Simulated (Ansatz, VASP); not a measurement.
**MgO2: VASP beside Ansatz**

```
Mg O
1.0
     1.65290    0.95430    3.54639
    -1.65290    0.95430    3.54639
     0.00000   -1.90861    3.54639
Mg O
1 2
Cartesian
  0.0000 0.0000 0.0000
  0.0000 0.0000 4.5619
  0.0000 0.0000 6.0772
```

Change from the starting cell: strain +0.030 along x and y, +0.015 along z, atoms carried along.

Alike in both runs: task single point; functional r2SCAN; k mesh 12 × 12 × 12; occupations gaussian, width 0.05 eV; no spin polarisation.

|  | VASP | Ansatz |
| --- | --- | --- |
| version | VASP 6.6.1 | Ansatz 0.2.0 |
| potentials or method | VASP PAW PBE potentials, release 64 (Mg, O), cutoff 520 eV | scalar-relativistic, plane waves, PAW |
| valence electrons in the cell | 14 | 22 |

VASP gave:

| Property | Result |
| --- | --- |
| gap on the k mesh at the Fermi level (eV) | 2.68 |
| least direct gap on the mesh (eV) | 2.68 |
| pressure (GPa) | -12.9 |
| traceless stress, the component that is largest in VASP (GPa) | 0.19 |
| rms of the force components (eV/Å) | 0.012 |

Problem. Which values does Ansatz return?

Solution. gap on the k mesh at the Fermi level (eV): 2.71; least direct gap on the mesh (eV): 2.71; pressure (GPa): -12.5; traceless stress, the component that is largest in VASP (GPa): -1.05; rms of the force components (eV/Å): 0.123.

VASP's potentials were made for PBE, not for r2SCAN. Atom by atom the forces differ by 0.111 eV/Å (rms over components). The functional is the same, so the differences come from potentials, cutoffs and numerics. VASP's potentials hold 14 valence electrons a cell and Ansatz's 22, so a difference there can come from the potentials and not from the codes.
